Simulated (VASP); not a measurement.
The system is NaI.

```
CELL_PARAMETERS angstrom
0.00000 3.19266 3.19266
3.19266 0.00000 3.19266
3.19266 3.19266 0.00000
ATOMIC_POSITIONS crystal
I 0.50000 0.50000 0.50000
Na 0.00000 0.00000 0.00000
```

Base run:

* Program: VASP 6.6.1
* Functional: r2SCAN
* Potentials or basis: VASP PAW PBE potentials, release 64 (I, Na_pv)
* Cutoff: 520 eV
* k mesh: 7 × 7 × 7
* Occupations: fermi-dirac, width 0.05 eV
* Spin: no spin polarisation

Its results: band gap on the k mesh 4.57 eV, direct; pressure 0.6 GPa.

Question: The run is repeated on the same cell with these changes: functional from r2SCAN to PBE0; k mesh from 7 × 7 × 7 to 4 × 4 × 4. What comes out?

Answer: Band gap on the k mesh 5.48 eV, direct; pressure 0.8 GPa.

Several settings changed at once, so the effect can't be laid on one alone.

Caveats: some runs use coarse meshes; the PAW data sets were made with another functional, which shifts forces and pressure a little; spin-orbit coupling is left out, which moves the levels of the heavy elements.

